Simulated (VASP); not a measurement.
Crystal: WSe2.

```
CELL_PARAMETERS angstrom
3.28888 0.00000 0.00000
-1.64444 2.84826 0.00000
0.00000 0.00000 12.97880
ATOMIC_POSITIONS crystal
W 0.33333 0.66667 0.25000
W 0.66667 0.33333 0.75000
Se 0.33333 0.66667 0.62031
Se 0.66667 0.33333 0.12031
Se 0.33333 0.66667 0.87969
Se 0.66667 0.33333 0.37969
```

Base run:

* Program: VASP 6.6.1
* Functional: PBE
* Potentials or basis: VASP PAW PBE potentials, release 64 (W_sv, Se)
* Cutoff: 500 eV
* k mesh: 8 × 8 × 2
* Occupations: gaussian, width 0.05 eV
* Spin: collinear spin
* Starting moments: [2.0, -2.0, 0.0, 0.0, 0.0, 0.0] μB

Its results: band gap on the k mesh 1.08 eV (least direct gap 1.89 eV); pressure 3.2 GPa; net moment 0.00 μB per cell; largest force 0.043 eV/Å.

Q: The run is repeated on the same cell with these changes: moments at the start from [2.0, -2.0, 0.0, 0.0, 0.0, 0.0] to [0.05, -0.05, 0.0, 0.0, 0.0, 0.0]; dispersion from none to D4. What comes out?

A: Band gap on the k mesh 1.08 eV (least direct gap 1.89 eV); pressure -0.4 GPa; net moment 0.00 μB per cell; largest force 0.047 eV/Å.

Caveats: spin-orbit coupling is left out, which moves the levels of the heavy elements; the cell stands under pressure (at least some runs); this functional lacks dispersion, which binds layers or chains, so the pressure and a relaxed spacing across them are unreliable (at least some runs).

A k mesh can miss the band edges.
